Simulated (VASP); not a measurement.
MoS:

```xyz
2
Lattice="2.9698 0.0000 0.0000 0.0000 2.9698 0.0000 0.0000 0.0000 2.9698" Properties=species:S:1:pos:R:3 pbc="T T T"
Mo    0.0000    0.0000    0.0000
S     1.4849    1.4849    1.4849
```

```yaml
Program: VASP 6.6.1
Task: relaxation of cell and atoms
Functional: PBE
Potentials_or_basis: VASP PAW PBE potentials, release 64 (Mo_sv, S)
Cutoff: 500 eV
k_mesh: 6 × 6 × 6
Occupations: gaussian, width 0.1 eV
Spin: no spin polarisation
```

At the start: pressure 8.6 GPa; volume 13.10 Å³/atom.

**Question.** Where does the relaxation end?

**Answer.** Over 3 steps the energy falls by 12.6 meV/atom and the volume is 13.59 Å³/atom (+3.8 %); space group Pm-3m (No. 221, to 0.1 Å) before and after.

The path:
| step | energy change (eV) | largest force (eV/Å) | pressure (GPa) | volume (Å³) |
| --- | --- | --- | --- | --- |
| 1 | 0.0000 | 0.0000 | 8.64 | 26.19 |
| 2 | 0.0472 | 0.0000 | -12.05 | 28.96 |
| 3 | -0.0251 | 0.0000 | -0.15 | 27.18 |

Final structure:
```
Mo S
1.0
     3.00655    0.00000    0.00000
     0.00000    3.00655    0.00000
     0.00000    0.00000    3.00655
Mo S
1 1
Direct
  0.00000 0.00000 0.00000
  0.50000 0.50000 0.50000
```
